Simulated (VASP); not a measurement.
Here is a VASP 6.6.1 calculation.

Contents of INCAR:

```
SYSTEM = Sr
PREC = Accurate
ENCUT = 520
EDIFF = 1E-6
ISMEAR = -1
SIGMA = 0.05
LREAL = .FALSE.
LASPH = .TRUE.
NELM = 80
ALGO = Normal
ISIF = 2
LWAVE = .FALSE.
LCHARG = .TRUE.
GGA = CA
LELF = .TRUE.
LVHAR = .TRUE.
NBANDS = 28
```

Contents of KPOINTS:

```
Automatic mesh
0
G
  9 9 5
  0 0 0
```

The input POSCAR:

```
Sr
1.0
    3.2446302382      0.0000000000      0.0000000000
   -1.6223151191      2.8099322121      0.0000000000
    0.0000000000      0.0000000000     10.5575648248
Sr
4
Direct
    0.0000000000      0.0000000000      0.0000000000
    0.0000000000      0.0000000000      0.5000000000
    0.3333333333      0.6666666667      0.2500000000
    0.6666666667      0.3333333333      0.7500000000
```

Potentials or basis: VASP PAW LDA potentials, release 64 (Sr_sv).

The run is started by

```sh
$ cat potpaw_LDA.64/Sr_sv/POTCAR > POTCAR
$ mpirun -np 1 vasp_std > vasp.out
```

(1) Predict the band gap on the k mesh.

(2) Estimate the pressure.

Results:

(1) zero (band 20 reaches 5.79 eV, above the bottom of band 21 at 4.65 eV).

(2) 25.3 GPa.
